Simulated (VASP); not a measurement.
Runs of VASP 6.6.1 on HgS6. The structure is that of space group Pm-3m (No. 221), or close to it. The cells are those of the table. 

```tsv
task	potentials or basis	cell	k mesh	cutoff (eV)	second run	gap on the mesh (eV)	pressure (GPa)	relaxed volume (Å³/atom)	largest force (eV/Å)
relaxation of cell and atoms	VASP PAW PBE potentials, release 64 (Hg, S)	relaxed from a = 6.291 Å, 7 atoms	6 × 6 × 6	600	-	none	0.0	(a)	-
single point	VASP PAW PBE potentials, release 64 (Hg_sv_GW, S)	a = 6.285 Å, 7 atoms	6 × 6 × 6	500	valence_matched	none	-0.5	-	0.23
single point	VASP PAW PBE potentials, release 64 (Hg, S)	a = 5.481 Å, 7 atoms	4 × 4 × 4	520	-	none	15.1	-	4.19
single point	VASP PAW PBE potentials, release 64 (Hg, S)	a = 6.291 Å, 7 atoms	4 × 4 × 4	520	-	none	-0.2	-	0.24
relaxation of cell and atoms	VASP PAW PBE potentials, release 64 (Hg, S)	relaxed from a = 5.481 Å, 7 atoms	4 × 4 × 4	600	-	none	0.0	(b)	0.01
single point	VASP PAW PBE potentials, release 64 (Hg_sv_GW, S)	a = 6.291 Å, 7 atoms	4 × 4 × 4	500	valence_matched	none	-0.3	-	0.24
single point	VASP PAW PBE potentials, release 64 (Hg, S)	a = 6.285 Å, 7 atoms	6 × 6 × 6	520	-	none	-0.3	-	0.23
```

Alike in all rows: level PBE; no spin polarisation; smearing gaussian 0.1 eV.

Problem. Fill in the values left out.

Solution. (a) 35.42; (b) 35.89.

Caveats: spin-orbit coupling is left out, which moves the levels of the heavy elements; forces of over 1 eV/Å act on the atoms, so gaps and moduli don't describe the material at rest (some runs); the volume moved by over 15 % at a fixed basis, so the end points are rough (some runs).

A k mesh can miss the band edges, and the runs leave out spin-orbit coupling on Hg.

A gap of «none» marks levels without a gap at the run's occupations.

The runs don't all hold the same shells in valence.
